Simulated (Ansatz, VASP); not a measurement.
**C in VASP and in Ansatz**

INCAR

```
PREC = Accurate ; ENCUT = 520
EDIFF = 1E-7 ; ISMEAR = -1
SIGMA = 0.08 ; LREAL = False
LASPH = True ; NELM = 100
ALGO = Normal ; ISIF = 2
LWAVE = False ; LCHARG = False
GGA = PE ; NBANDS = 11
```

The input KPOINTS:

```
Automatic mesh
0
Gamma
  20 20 20
```

Contents of POSCAR:

```
C
1.0
    0.0000000000      1.7834000000      1.7298980000
    1.7834000000      0.0000000000      1.7298980000
    1.7834000000      1.7834000000      0.0000000000
C
2
Direct
    0.5000000000      0.5000000000      0.5000000000
    0.7500000000      0.7500000000      0.7500000000
```

Input for Ansatz:

```yaml
crystal:
  lattice:
    - [0.0, 1.7834, 1.729898]
    - [1.7834, 0.0, 1.729898]
    - [1.7834, 1.7834, 0.0]
  atoms:
    - { symbol: C, position: [0.5, 0.5, 0.5] }
    - { symbol: C, position: [0.75, 0.75, 0.75] }
kpoints:
  mp_grid: { grid: [20, 20, 20] }
  band_path:
    path:
      - [0.0, 0.0, 0.0]
      - [0.0, 0.5, 0.5]
      - [0.25, 0.75, 0.5]
      - [0.0, 0.5, 0.0]
      - [0.0, 0.0, 0.0]
      - [0.5, 0.5, 0.0]
      - [0.3828515251, 0.6171484749, 0.0]
      - [-0.3828515251, 0.3828515251, 0.0]
      - [0.0, 0.0, 0.0]
    npoints: 5
scf:
  occupations: { method: fermi_dirac, width: 0.08 }
hamiltonian:
  xc: pbe
  pseudopotentials: { kind: all_electron, lapw: { basis_error: 0.0005 } }
output:
  forces: true
  stress: true
  eigenvalues: true
```

Change from the starting cell: zz strain of -3 %.

Alike in both runs: task single point; functional PBE; k mesh 20 × 20 × 20; occupations fermi-dirac, width 0.08 eV; no spin polarisation.

|  | VASP | Ansatz |
| --- | --- | --- |
| version | VASP 6.6.1 | Ansatz 0.2.0 |
| potentials or method | VASP PAW PBE potentials, release 64 (C), cutoff 520 eV | all-electron LAPW, scalar-relativistic |

|  | VASP | Ansatz | Ansatz less VASP |
| --- | --- | --- | --- |
| gap on the k mesh at the Fermi level (eV) | 3.42 | 3.42 | +0.009 |
| pressure (GPa) | 16.7 | 15.9 | -0.81 |
| traceless stress, the component that is largest in VASP (GPa) | 18.88 | 18.92 | +0.034 |

Ansatz ran all-electron here, and VASP with PAW potentials.
